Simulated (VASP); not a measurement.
# Os (P6_3/mmc) in VASP: notebook

Aim: see how the results for Os move with the level of theory and the settings. Levels: PBEsol+D3(BJ), RPBE, revPBE+D3(BJ), BLYP+D4. Tasks: single point.

Program: VASP 6.6.1. These are calculated values, not measurements. Logs are shortened: lines on timing, memory, paths and dates and some standing lists are left out, and cuts for length are marked.

**1. The cell of the first run**

It takes space group P6_3/mmc (No. 194, hexagonal). Conventional cell: a = 2.752 Å, b = 2.752 Å, c = 4.348 Å, α = 90.00°, β = 90.00°, γ = 120.00°. Within 3.6 Å of Os (site symmetry -6m2) lie 12 Os at 2.69 to 2.75 Å.

**2. Single point, PBEsol+D3(BJ)**

INCAR reads:

```
PREC     = Accurate       # precision mode
ENCUT    = 520            # plane-wave cutoff, eV
EDIFF    = 1E-6           # SCF threshold, eV
ISMEAR   = -1             # smearing method
SIGMA    = 0.05           # smearing width, eV
LREAL    = F              # projectors in reciprocal space
LASPH    = T              # aspherical terms in the spheres
NELM     = 100            # most SCF steps
ALGO     = Fast           # electronic algorithm
ISIF     = 2              # what is computed and relaxed
LWAVE    = F              # write WAVECAR
LCHARG   = F              # write CHGCAR
GGA      = PS             # functional
IVDW     = 12             # dispersion correction
NBANDS   = 15             # bands
```

KPOINTS reads:

```
regular mesh
0
Gamma
  11 11 6
```

POSCAR reads:

```
Os
1.0
    2.7522071502      0.0000000000      0.0000000000
   -1.3761035751      2.3834813086      0.0000000000
    0.0000000000      0.0000000000      4.3483081185
Os
2
Direct
    0.6666666667      0.3333333333      0.7500000000
    0.3333333333      0.6666666667      0.2500000000
```

Potentials or basis: VASP PAW PBE potentials, release 64 (Os).

Launch:

```
cat potpaw_PBE.64/Os/POTCAR > POTCAR
mpirun -np 1 vasp_std > vasp.out
```

OUTCAR:

```text
PREC = Accurate
   ENCUT = 520
   EDIFF = 1E-6
   ISMEAR = -1
   LREAL = F
   LASPH = T
   NELM = 100
   ISIF = 2
   GGA = PS
   IVDW = 12
 IVDW          = 12

 ion  position               nearest neighbor table
   1  0.667  0.333  0.750-   2 2.69   2 2.69   2 2.69   2 2.69   2 2.69   2 2.69
   2  0.333  0.667  0.250-   1 2.69   1 2.69   1 2.69   1 2.69   1 2.69   1 2.69

  LATTYP: Found a hexagonal cell.
 ALAT       =     2.7522071502
 C/A-ratio  =     1.5799348963

  Lattice vectors:

 A1 = (   2.7522071502,   0.0000000000,   0.0000000000)
 A2 = (  -1.3761035751,   2.3834813086,   0.0000000000)
 A3 = (   0.0000000000,   0.0000000000,   4.3483081185)

Analysis of symmetry for initial positions (statically):
=====================================================================
 Subroutine PRICEL returns:
 Original cell was already a primitive cell.

 Routine SETGRP: Setting up the symmetry group for a
 hexagonal supercell.

 Subroutine GETGRP returns: Found 24 space group operations
 (whereof 12 operations were pure point group operations)
 out of a pool of 24 trial point group operations.

The static configuration has the point symmetry D_3d.
 The point group associated with its full space group is D_6h.

Analysis of symmetry for dynamics (positions and initial velocities):
=====================================================================
 Subroutine PRICEL returns:
 Original cell was already a primitive cell.

 Routine SETGRP: Setting up the symmetry group for a
 hexagonal supercell.

 Subroutine GETGRP returns: Found 24 space group operations
 (whereof 12 operations were pure point group operations)
 out of a pool of 24 trial point group operations.

The dynamic configuration has the point symmetry D_3d.
 The point group associated with its full space group is D_6h.

 Subroutine INISYM returns: Found 24 space group operations
 (whereof 12 operations are pure point group operations),
 and found     1 'primitive' translations

----------------------------------------------------------------------------------------

                                     Primitive cell

  volume of cell :      28.5242

  direct lattice vectors                    reciprocal lattice vectors
     2.752207150  0.000000000  0.000000000     0.363344743  0.209777185  0.000000000
    -1.376103575  2.383481309  0.000000000     0.000000000  0.419554370  0.000000000
     0.000000000  0.000000000  4.348308119     0.000000000  0.000000000  0.229974503

  length of vectors
     2.752207150  2.752207150  4.348308119     0.419554370  0.419554370  0.229974503

  position of ions in fractional coordinates (direct lattice)
     0.666666667  0.333333333  0.750000000
     0.333333333  0.666666667  0.250000000

  ion indices of the primitive-cell ions
   primitive index   ion index
                 1           1
                 2           2

----------------------------------------------------------------------------------------

 KPOINTS: regular mesh

Automatic generation of k-mesh.
 Grid dimensions read from file:
 generate k-points for:   11   11    6

 Generating k-lattice:

  Cartesian coordinates                     Fractional coordinates (reciprocal lattice)
     0.033031340  0.019070653  0.000000000     0.090909091  0.000000000  0.000000000
     0.000000000  0.038141306  0.000000000     0.000000000  0.090909091  0.000000000
     0.000000000  0.000000000  0.038329084     0.000000000  0.000000000  0.166666667

  Length of vectors
     0.038141306  0.038141306  0.038329084

  Shift w.r.t. Gamma in fractional coordinates (k-lattice)
     0.000000000  0.000000000  0.000000000

 Subroutine IBZKPT returns following result:
 ===========================================

 Found     64 irreducible k-points:

 Following reciprocal coordinates:
            Coordinates               Weight
  0.000000  0.000000  0.000000      1.000000
  0.090909 -0.000000  0.000000      6.000000
  0.181818 -0.000000  0.000000      6.000000
  0.272727  0.000000  0.000000      6.000000
  0.363636 -0.000000  0.000000      6.000000
  0.454545 -0.000000  0.000000      6.000000
[... 16 lines left out ...]
  0.090909  0.090909  0.166667     12.000000
  0.181818  0.090909  0.166667     24.000000
 [... further k-points ...]
   k-points           NKPTS =     64   k-points in BZ     NKDIM =     64   number of bands    NBANDS=     15
   number of dos      NEDOS =    301   number of ions     NIONS =      2
   total plane-waves  NPLWV =  12800
   dimension x,y,z NGX =    20 NGY =   20 NGZ =   32
   dimension x,y,z NGXF=    40 NGYF=   40 NGZF=   64
   ions per type =               2
   NGX,Y,Z   is equivalent  to a cutoff of  12.08, 12.08, 12.23 a.u.
   NGXF,Y,Z  is equivalent  to a cutoff of  24.16, 24.16, 24.47 a.u.
 SYSTEM =  unknown system
   PREC   = accura    normal or accurate (medium, high low for compatibility)
   ISTART =      0    job   : 0-new  1-cont  2-samecut
   ICHARG =      2    charge: 1-file 2-atom 10-const
   ISPIN  =      1    spin polarized calculation?
   LNONCOLLINEAR =      F non collinear calculations
   LSORBIT =      F    spin-orbit coupling
   LASPH  =      T    aspherical Exc in radial PAW
   ENCUT  =  520.0 eV  38.22 Ry    6.18 a.u.   5.12  5.12  8.08*2*pi/ulx,y,z
   NELM   =    100;   NELMIN=  2; NELMDL= -5     # of ELM steps
   EDIFF  = 0.1E-05   stopping-criterion for ELM
   LREAL  =      F    real-space projection
   EDIFFG = 0.1E-04   stopping-criterion for IOM
   NSW    =      0    number of steps for IOM
   IBRION =     -1    ionic relax: 0-MD 1-quasi-New 2-CG
   NFREE  =      0    steps in history (QN), initial steepest desc. (CG)
   ISIF   =      2    stress and relaxation
   ISYM   =      2    0-nonsym 1-usesym 2-fastsym
   POTIM  = 0.5000    time-step for ionic-motion
   TEBEG  =    0.0;   TEEND  =   0.0 temperature during run
   PSTRESS=    0.0 pullay stress
   NELECT =      16.0000    total number of electrons
   NUPDOWN=      -1.0000    fix difference up-down
   EMIN   =  10.00;   EMAX   =-10.00  energy-range for DOS
   EFERMI =   0.00;   METHOD = LEGACY
   ISMEAR =    -1;   SIGMA  =   0.05  broadening in eV -4-tet -1-fermi 0-gaus
   EFERMI_NEDOS =   21; number of points for ismear=-14 and -15
   IALGO  =     68    algorithm
   IMIX   =      4    mixing-type and parameters
     AMIX     =   0.40;   BMIX     =  1.00
     AMIX_MAG =   1.60;   BMIX_MAG =  1.00
  volume/ion in A,a.u.               =      14.26        96.25
  Fermi-wavevector in a.u.,A,eV,Ry     =   1.350135  2.551385 24.801566  1.822864
  Thomas-Fermi vector in A             =   2.477664
   LORBIT       =      0    0 simple, 1 ext, 2 COOP (PROOUT), +10 PAW based schemes
   GGA     = PS    functional components
   LHFCALC =     F    Hartree Fock is set to
   AEXX    =    0.0000 exact exchange contribution
   IVDW    =    12    specifies the selected vdW correction
   LEPSILON=     F    determine dielectric tensor
   LRPA    =     F    only Hartree local field effects (RPA)
 non-spin polarized calculation
 RMM-DIIS sequential band-by-band and
  energy-cutoff  :      520.00
  volume of cell :       28.52
 maximum number of plane-waves:       780
   NGX = 11   NGY = 11   NGZ = 17

 number of electron      15.9999999 magnetization

 Free energy of the ion-electron system (eV)
  ---------------------------------------------------
  ext. energy  EPLUGINS =         0.00000000
  ---------------------------------------------------
  free energy    TOTEN  =       -24.45295784 eV

  energy without entropy =      -24.43936466  energy(sigma->0) =      -24.44616125

 E-fermi :   8.9681     XC(G=0): -14.0428

 val. band max:        8.9456290230   @ k =   0.3636  -0.0000   0.3333
 cond. band min:       9.0072100478   @ k =   0.0000   0.0000   0.0000
 fundamental gap:      0.0615810248
 Fermi energy:         8.9680876739

 k-point     1 :       0.0000    0.0000    0.0000
  band No.  band energies     occupation
      1      -1.8038      2.00000
      2       1.3756      2.00000
      3       6.0395      2.00000
      4       6.0395      2.00000
      5       6.2797      2.00000
      6       6.8585      2.00000
      7       6.8585      2.00000
      8       7.4916      2.00000
      9       7.4916      2.00000
     10       9.0072      0.62759
     11      10.6583      0.00000
     12      10.6583      0.00000
     13      17.8239      0.00000
     14      23.0569      0.00000
     15      25.7588      0.00000

 k-point     2 :       0.0909   -0.0000    0.0000
  band No.  band energies     occupation
      1      -1.4785      2.00000
      2       1.6618      2.00000
      3       5.5002      2.00000
      4       6.3264      2.00000
      5       6.6314      2.00000
      6       6.7836      2.00000
      7       7.0254      2.00000
      8       7.1258      2.00000
      9       7.2683      2.00000
     10       7.9810      2.00000
     11      10.8104      0.00000
     12      12.2432      0.00000
     13      17.7898      0.00000
     14      23.7081      0.00000
     15      26.1697      0.00000

 k-point     3 :       0.1818   -0.0000    0.0000
  band No.  band energies     occupation
      1      -0.5772      2.00000
      2       2.3356      2.00000
      3       4.8692      2.00000
      4       5.5843      2.00000
      5       6.2233      2.00000
      6       6.7642      2.00000
      7       7.1563      2.00000
      8       7.4073      2.00000
      9       7.5028      2.00000
     10       7.8920      2.00000
     11      11.1193      0.00000
     12      14.5793      0.00000
     13      17.6110      0.00000
     14      24.6199      0.00000
     15      26.3556      0.00000
[... 343 lines left out ...]
 k-point    23 :       0.0909    0.0909    0.1667
  band No.  band energies     occupation
      1      -0.5580      2.00000
      2       2.2417      2.00000
      3       5.0116      2.00000
      4       5.3669      2.00000
      5       6.1423      2.00000
      6       6.4873      2.00000
      7       6.9327      2.00000
      8       7.2839      2.00000
      9       7.9697      2.00000
     10       8.0408      2.00000
     11      10.9248      0.00000
     12      12.9130      0.00000
     13      19.3076      0.00000
     14      24.2426      0.00000
     15      26.3033      0.00000

 k-point    24 :       0.1818    0.0909    0.1667
  band No.  band energies     occupation
      1       0.4648      2.00000
      2       2.9560      2.00000
      3       4.3420      2.00000
      4       4.5674      2.00000
      5       5.7972      2.00000
      6       6.3971      2.00000
      7       6.9517      2.00000
      8       7.8868      2.00000
      9       8.4813      1.99988
     10       8.8487      1.83186
     11      11.0789      0.00000
     12      14.3999      0.00000
     13      19.3195      0.00000
     14      23.8863      0.00000
     15      25.0057      0.00000

 [... further k-points ...]

------------------------ aborting loop because EDIFF is reached ----------------------------------------

 Edisp (eV)   -1.30949

 E8    (eV) :    -0.9346

  FORCE on cell =-STRESS in cart. coord.  units (eV):
  Direction    XX          YY          ZZ          XY          YZ          ZX
  --------------------------------------------------------------------------------------
  -------------------------------------------------------------------------------------
  Total      -3.13798    -3.13798    -3.24922    -0.00000    -0.00000     0.00000
  in kB    -176.25743  -176.25743  -182.50552    -0.00000    -0.00000     0.00000
  external pressure =     -178.34 kB  Pullay stress =        0.00 kB

 VOLUME and BASIS-vectors are now :
 -----------------------------------------------------------------------------
  energy-cutoff  :      520.00
  volume of cell :       28.52
      direct lattice vectors                 reciprocal lattice vectors
     2.752207150  0.000000000  0.000000000     0.363344743  0.209777185  0.000000000
    -1.376103575  2.383481309  0.000000000     0.000000000  0.419554370  0.000000000
     0.000000000  0.000000000  4.348308119     0.000000000  0.000000000  0.229974503

 POSITION                                       TOTAL-FORCE (eV/Angst)
 -----------------------------------------------------------------------------------
      1.37610      0.79449      3.26123         0.000000     -0.000000      0.000000
     -0.00000      1.58899      1.08708        -0.000000      0.000000      0.000000
 -----------------------------------------------------------------------------------
    total drift:                                0.000000     -0.000000     -0.000000

  FREE ENERGIE OF THE ION-ELECTRON SYSTEM (eV)
  ---------------------------------------------------
  free  energy   TOTEN  =       -25.7624432147 eV

  energy  without entropy=      -25.7488500325  energy(sigma->0) =      -25.75564662
```

It took 10 s on 1 thread of Intel Xeon 6975P-C (Granite Rapids), shared host; peak memory 0.16 GiB.

What came out:

| Property | Result |
| --- | --- |
| Free energy | -25.7624 eV |
| Pressure | -17.8 GPa |
| Band gap on the k mesh | zero (band 8 reaches 11.04 eV, above the bottom of band 9 at 7.27 eV) |
| Dispersion energy per atom | -0.655 eV |

Stress tensor (GPa, compression positive):
```
-17.63   0.00   0.00
  0.00 -17.63   0.00
  0.00   0.00 -18.25
```

Levels at points of the mesh, in eV from the Fermi level:
```
           k point  band 6  band 7  band 8  band 9  band 10  band 11
(0.00, 0.00, 0.00)   -2.11   -2.11   -1.48   -1.48     0.04     1.69
(0.00, 0.00, 0.50)   -3.12   -3.12   -3.12    0.91     0.91     0.91
```

Caveat: the PAW data sets were made with another functional, which shifts forces and pressure a little; spin-orbit coupling is left out, which moves the levels of the heavy elements; pairwise dispersion overbinds metals, which lowers pressure and volume.

**3. Single point, RPBE**

INCAR reads:

```
PREC = Accurate
ENCUT = 520
EDIFF = 1E-7
ISMEAR = -1
SIGMA = 0.05
LREAL = F
LASPH = T
NELM = 60
ALGO = Fast
ISIF = 2
LWAVE = F
LCHARG = T
GGA = RP
LELF = T
LVHAR = T
NBANDS = 15
```

KPOINTS reads:

```
Automatic mesh
0
Gamma
  11 11 6
```

POSCAR is that of step 2.

Potentials or basis: VASP PAW PBE potentials, release 64 (Os).

Launch:

```
cat potpaw_PBE.64/Os/POTCAR > POTCAR
mpirun -np 1 vasp_std > vasp.out
```

Wall time 14 s (1 thread of Intel Xeon 6975P-C (Granite Rapids), shared host); peak memory 0.14 GiB.

The run converged. Its results:

```
Free energy            : -21.1904 eV
Pressure               : 4.2 GPa
Band gap on the k mesh : zero (band 8 reaches 11.27 eV, above the bottom of band 9 at 7.51 eV)
```

Stress tensor (GPa, compression positive):
```
4.22 0.00 0.00
0.00 4.22 0.00
0.00 0.00 4.08
```

Levels at points of the mesh, in eV from the Fermi level:
| k point | band 4 | band 5 | band 6 | band 7 | band 8 | band 9 | band 10 | band 11 | band 12 | band 13 |
| --- | --- | --- | --- | --- | --- | --- | --- | --- | --- | --- |
| (0.00, 0.00, 0.00) | -2.92 | -2.67 | -2.10 | -2.10 | -1.47 | -1.47 | 0.06 | 1.68 | 1.68 | 8.91 |
| (0.00, 0.00, 0.50) | -3.44 | -3.11 | -3.11 | -3.11 | -3.11 | 0.91 | 0.91 | 0.91 | 0.91 | 13.75 |

Caveat: the PAW data sets were made with another functional, which shifts forces and pressure a little; spin-orbit coupling is left out, which moves the levels of the heavy elements.

[end of part 1 of 2]
